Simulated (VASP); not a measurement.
# KC (P4/mmm) in VASP: relaxation of cell and atoms with PBE

Aim: the relaxation of cell and atoms of KC with PBE.

Everything below comes from runs of VASP 6.6.1. Logs are shortened: lines on timing, memory, paths and dates and some standing lists are left out, and cuts for length are marked.

## 1. The cell of the first run

It takes space group P4/mmm (No. 123, tetragonal). The conventional cell has a = 4.033 Å, b = 4.033 Å, c = 6.180 Å, α = 90.00°, β = 90.00°, γ = 90.00°. K (site symmetry 4/mmm) has 8 C at 2.92 Å and 2 K at 3.09 Å within 3.8 Å. Within 4.1 Å of K (site symmetry 4/mmm) lie 6 K at 3.09 to 4.03 Å and 8 C at 3.76 Å. Within 1.7 Å of C (site symmetry 4mm) lie 1 C at 1.27 Å.

The cell was generated, and may not be a known phase.

## 2. Relaxation of cell and atoms, PBE

INCAR

```
SYSTEM = KC
ALGO = Normal
EDIFF = 1E-7
EDIFFG = -0.01
ENCUT = 600
GGA = PE
IBRION = 2
ISIF = 3
ISMEAR = 0
LASPH = .True.
LCHARG = .False.
LREAL = .False.
LWAVE = .False.
NELM = 60
NSW = 100
PREC = Accurate
SIGMA = 0.02
```

KPOINTS

```
k-points
0
Gamma
  8 8 6
  0 0 0
```

POSCAR

```
KC
1.0
    4.0328585540      0.0000000000      0.0000000000
    0.0000000000      4.0328585540      0.0000000000
    0.0000000000      0.0000000000      6.1796720561
K C
2 2
Direct
    0.5000000000      0.5000000000      0.5000000000
    0.5000000000      0.5000000000      0.0000000000
    0.0000000000      0.0000000000      0.6025741672
    0.0000000000      0.0000000000      0.3974258328
```

Potentials or basis: VASP PAW PBE potentials, release 64 (K_sv, C).

Command:

```sh
$ cat potpaw_PBE.64/K_sv/POTCAR potpaw_PBE.64/C/POTCAR > POTCAR
$ mpirun -np 1 vasp_std > vasp.out
```

OUTCAR:

```text
SYSTEM = KC
   EDIFF = 1E-7
   EDIFFG = -0.01
   ENCUT = 600
   GGA = PE
   IBRION = 2
   ISIF = 3
   ISMEAR = 0
   LASPH = .True.
   LREAL = .False.
   NELM = 60
   NSW = 100
   PREC = Accurate

 ion  position               nearest neighbor table
   1  0.500  0.500  0.500-   3 2.92   4 2.92   3 2.92   4 2.92   3 2.92   4 2.92   3 2.92   4 2.92
                             2 3.09   2 3.09
   2  0.500  0.500  0.000-   1 3.09   1 3.09
   3  0.000  0.000  0.603-   4 1.27   1 2.92   1 2.92   1 2.92   1 2.92
   4  0.000  0.000  0.397-   3 1.27   1 2.92   1 2.92   1 2.92   1 2.92

  LATTYP: Found a simple tetragonal cell.
 ALAT       =     4.0328585540
 C/A-ratio  =     1.5323304731

  Lattice vectors:

 A1 = (   4.0328585540,   0.0000000000,   0.0000000000)
 A2 = (   0.0000000000,   4.0328585540,   0.0000000000)
 A3 = (   0.0000000000,   0.0000000000,   6.1796720561)

Analysis of symmetry for initial positions (statically):
=====================================================================
 Subroutine PRICEL returns:
 Original cell was already a primitive cell.

 Routine SETGRP: Setting up the symmetry group for a
 simple tetragonal supercell.

 Subroutine GETGRP returns: Found 16 space group operations
 (whereof 16 operations were pure point group operations)
 out of a pool of 16 trial point group operations.

The static configuration has the point symmetry D_4h.

Analysis of symmetry for dynamics (positions and initial velocities):
=====================================================================
 Subroutine PRICEL returns:
 Original cell was already a primitive cell.

 Routine SETGRP: Setting up the symmetry group for a
 simple tetragonal supercell.

 Subroutine GETGRP returns: Found 16 space group operations
 (whereof 16 operations were pure point group operations)
 out of a pool of 16 trial point group operations.

The dynamic configuration has the point symmetry D_4h.

 Subroutine INISYM returns: Found 16 space group operations
 (whereof 16 operations are pure point group operations),
 and found     1 'primitive' translations

----------------------------------------------------------------------------------------

                                     Primitive cell

  volume of cell :     100.5059

  direct lattice vectors                    reciprocal lattice vectors
     4.032858554  0.000000000  0.000000000     0.247963073  0.000000000  0.000000000
     0.000000000  4.032858554  0.000000000     0.000000000  0.247963073  0.000000000
     0.000000000  0.000000000  6.179672056     0.000000000  0.000000000  0.161820885

  length of vectors
     4.032858554  4.032858554  6.179672056     0.247963073  0.247963073  0.161820885

  position of ions in fractional coordinates (direct lattice)
     0.500000000  0.500000000  0.500000000
     0.500000000  0.500000000  0.000000000
     0.000000000  0.000000000  0.602574167
     0.000000000  0.000000000  0.397425833

  ion indices of the primitive-cell ions
   primitive index   ion index
                 1           1
                 2           2
                 3           3
                 4           4

----------------------------------------------------------------------------------------

 KPOINTS: k-points

Automatic generation of k-mesh.
 Grid dimensions read from file:
 generate k-points for:    8    8    6

 Generating k-lattice:

  Cartesian coordinates                     Fractional coordinates (reciprocal lattice)
     0.030995384  0.000000000  0.000000000     0.125000000  0.000000000  0.000000000
     0.000000000  0.030995384  0.000000000     0.000000000  0.125000000  0.000000000
     0.000000000  0.000000000  0.026970147     0.000000000  0.000000000  0.166666667

  Length of vectors
     0.030995384  0.030995384  0.026970147

  Shift w.r.t. Gamma in fractional coordinates (k-lattice)
     0.000000000  0.000000000  0.000000000

 Subroutine IBZKPT returns following result:
 ===========================================

 Found     60 irreducible k-points:

 Following reciprocal coordinates:
            Coordinates               Weight
  0.000000  0.000000  0.000000      1.000000
  0.125000  0.000000  0.000000      4.000000
  0.250000  0.000000  0.000000      4.000000
  0.375000  0.000000  0.000000      4.000000
  0.500000  0.000000  0.000000      2.000000
  0.125000  0.125000  0.000000      4.000000
[... 16 lines left out ...]
  0.375000  0.125000  0.166667     16.000000
  0.500000  0.125000  0.166667      8.000000
 [... further k-points ...]
   k-points           NKPTS =     60   k-points in BZ     NKDIM =     60   number of bands    NBANDS=     17
   number of dos      NEDOS =    301   number of ions     NIONS =      4
   total plane-waves  NPLWV =  51200
   dimension x,y,z NGX =    32 NGY =   32 NGZ =   50
   dimension x,y,z NGXF=    64 NGYF=   64 NGZF=  100
   ions per type =               2   2
   NGX,Y,Z   is equivalent  to a cutoff of  13.19, 13.19, 13.45 a.u.
   NGXF,Y,Z  is equivalent  to a cutoff of  26.38, 26.38, 26.90 a.u.
 SYSTEM =  KC
   PREC   = accura    normal or accurate (medium, high low for compatibility)
   ISTART =      0    job   : 0-new  1-cont  2-samecut
   ICHARG =      2    charge: 1-file 2-atom 10-const
   ISPIN  =      1    spin polarized calculation?
   LNONCOLLINEAR =      F non collinear calculations
   LSORBIT =      F    spin-orbit coupling
   LASPH  =      T    aspherical Exc in radial PAW
   ENCUT  =  600.0 eV  44.10 Ry    6.64 a.u.   8.05  8.05 12.34*2*pi/ulx,y,z
   NELM   =     60;   NELMIN=  2; NELMDL= -5     # of ELM steps
   EDIFF  = 0.1E-06   stopping-criterion for ELM
   LREAL  =      F    real-space projection
   EDIFFG = -.1E-01   stopping-criterion for IOM
   NSW    =    100    number of steps for IOM
   IBRION =      2    ionic relax: 0-MD 1-quasi-New 2-CG
   NFREE  =      1    steps in history (QN), initial steepest desc. (CG)
   ISIF   =      3    stress and relaxation
   ISYM   =      2    0-nonsym 1-usesym 2-fastsym
   POTIM  = 0.5000    time-step for ionic-motion
   TEBEG  =    0.0;   TEEND  =   0.0 temperature during run
   PSTRESS=    0.0 pullay stress
   NELECT =      26.0000    total number of electrons
   NUPDOWN=      -1.0000    fix difference up-down
   EMIN   =  10.00;   EMAX   =-10.00  energy-range for DOS
   EFERMI =   0.00;   METHOD = LEGACY
   ISMEAR =     0;   SIGMA  =   0.02  broadening in eV -4-tet -1-fermi 0-gaus
   EFERMI_NEDOS =   21; number of points for ismear=-14 and -15
   IALGO  =     38    algorithm
   IMIX   =      4    mixing-type and parameters
     AMIX     =   0.40;   BMIX     =  1.00
     AMIX_MAG =   1.60;   BMIX_MAG =  1.00
  volume/ion in A,a.u.               =      25.13       169.56
  Fermi-wavevector in a.u.,A,eV,Ry     =   1.043123  1.971216 14.804572  1.088105
  Thomas-Fermi vector in A             =   2.177818
   LORBIT       =      0    0 simple, 1 ext, 2 COOP (PROOUT), +10 PAW based schemes
   GGA     = PE    functional components
   LHFCALC =     F    Hartree Fock is set to
   AEXX    =    0.0000 exact exchange contribution
   IVDW    =     0    specifies the selected vdW correction
   LEPSILON=     F    determine dielectric tensor
   LRPA    =     F    only Hartree local field effects (RPA)
 conjugate gradient relaxation of ions
 non-spin polarized calculation
 Gauss-broadening in eV      SIGMA  =   0.02
  energy-cutoff  :      600.00
  volume of cell :      100.51
 maximum number of plane-waves:      3392
   NGX = 17   NGY = 17   NGZ = 25

--------------------------------------- Ionic step        1  -------------------------------------------

 number of electron      25.9999999 magnetization

 Free energy of the ion-electron system (eV)
  ---------------------------------------------------
  ext. energy  EPLUGINS =         0.00000000
  ---------------------------------------------------
  free energy    TOTEN  =       -18.42678118 eV

  energy without entropy =      -18.42678118  energy(sigma->0) =      -18.42678118

------------------------ aborting loop because EDIFF is reached ----------------------------------------

  FORCE on cell =-STRESS in cart. coord.  units (eV):
  Direction    XX          YY          ZZ          XY          YZ          ZX
  --------------------------------------------------------------------------------------
  -------------------------------------------------------------------------------------
  Total        0.0796274      0.0796274      0.1558969      0.0000000     -0.0000000     -0.0000000
  in kB        1.2693511      1.2693511      2.4851730      0.0000000     -0.0000000     -0.0000000
  external PRESSURE =       1.6746251 kB  Pullay stress =       0.0000000 kB
[... 137 lines left out ...]
  energy  without entropy=      -18.4269886096  energy(sigma->0) =      -18.42698861

--------------------------------------- Ionic step        5  -------------------------------------------

 number of electron      25.9999999 magnetization

 Free energy of the ion-electron system (eV)
  ---------------------------------------------------
  ext. energy  EPLUGINS =         0.00000000
  ---------------------------------------------------
  free energy    TOTEN  =       -18.42702298 eV

  energy without entropy =      -18.42702298  energy(sigma->0) =      -18.42702298

 E-fermi :  -0.0892     XC(G=0):  -7.6210

 val. band max:       -0.2023805078   @ k =   0.5000   0.5000   0.5000
 cond. band min:       2.2780768997   @ k =   0.5000   0.0000   0.5000
 fundamental gap:      2.4804574076
 Fermi energy:        -0.0892244723

 k-point     1 :       0.0000    0.0000    0.0000
  band No.  band energies     occupation
      1     -31.5654      2.00000
      2     -29.2803      2.00000
      3     -15.2730      2.00000
      4     -14.9243      2.00000
      5     -14.9243      2.00000
      6     -12.9638      2.00000
[... 9 lines left out ...]
     16       4.5156      0.00000
     17       4.6040      0.00000
[... 443 lines left out ...]
      1     -31.5549      2.00000
      2     -29.2681      2.00000
      3     -15.2147      2.00000
      4     -15.0604      2.00000
      5     -14.9312      2.00000
      6     -13.2661      2.00000
[... 9 lines left out ...]
     16       4.4199      0.00000
     17       5.1515      0.00000

 [... further k-points ...]

------------------------ aborting loop because EDIFF is reached ----------------------------------------

  FORCE on cell =-STRESS in cart. coord.  units (eV):
  Direction    XX          YY          ZZ          XY          YZ          ZX
  --------------------------------------------------------------------------------------
  -------------------------------------------------------------------------------------
  Total       -0.0045831     -0.0045831      0.0163406      0.0000000     -0.0000000      0.0000000
  in kB       -0.0727391     -0.0727391      0.2593436      0.0000000     -0.0000000      0.0000000
  external PRESSURE =       0.0379551 kB  Pullay stress =       0.0000000 kB
[... 19 lines left out ...]
  FREE ENERGIE OF THE ION-ELECTRON SYSTEM (eV)
  ---------------------------------------------------
  free  energy   TOTEN  =       -18.4270229806 eV

  energy  without entropy=      -18.4270229806  energy(sigma->0) =      -18.42702298

 reached required accuracy - stopping structural energy minimisation
```

It took 4.9 min on 1 thread of Intel Xeon Platinum 8259CL at 2.50GHz (Skylake/Cascade Lake), shared host; peak memory 0.3 GiB.

Results:

| Item | Value |
| --- | --- |
| Free energy | -18.4270 eV |
| Relaxed volume | 25.24 Å³/atom |
| Relaxed cell | a = 4.041 Å, b = 4.041 Å, c = 6.183 Å, α = 90.00°, β = 90.00°, γ = 90.00° |
| Space group after relaxing (to 0.1 Å) | P4/mmm (No. 123) |
| Energy gained by relaxing | 0.1 meV/atom |
| Ionic steps | 5 |
| Pressure after relaxing | 0.0 GPa |
| Largest force after relaxing | 0.008 eV/Å |
| Band gap on the k mesh | 2.48 eV (least direct gap 2.82 eV) |

Forces on the atoms (eV/Å):
```
K    0.000  0.000  0.000
K    0.000  0.000  0.000
C    0.000  0.000 -0.008
C    0.000  0.000  0.008
```

The path:
```csv
step,energy change (eV),largest force (eV/Å),pressure (GPa),volume (Å³)
1,0.0000,0.1077,0.17,100.51
2,0.0042,0.7753,-0.47,100.89
3,-0.0001,0.0149,0.08,100.56
4,-0.0002,0.0115,0.04,100.75
5,-0.0002,0.0079,0.00,100.95
```

Final structure:
```yaml
crystal:
  lattice:
    - [4.04067, 0.00000, 0.00000]
    - [0.00000, 4.04067, 0.00000]
    - [0.00000, 0.00000, 6.18294]
  atoms:
    - { symbol: K, position: [0.50000, 0.50000, 0.50000] }
    - { symbol: K, position: [0.50000, 0.50000, 0.00000] }
    - { symbol: C, position: [0.00000, 0.00000, 0.60266] }
    - { symbol: C, position: [0.00000, 0.00000, 0.39734] }
```
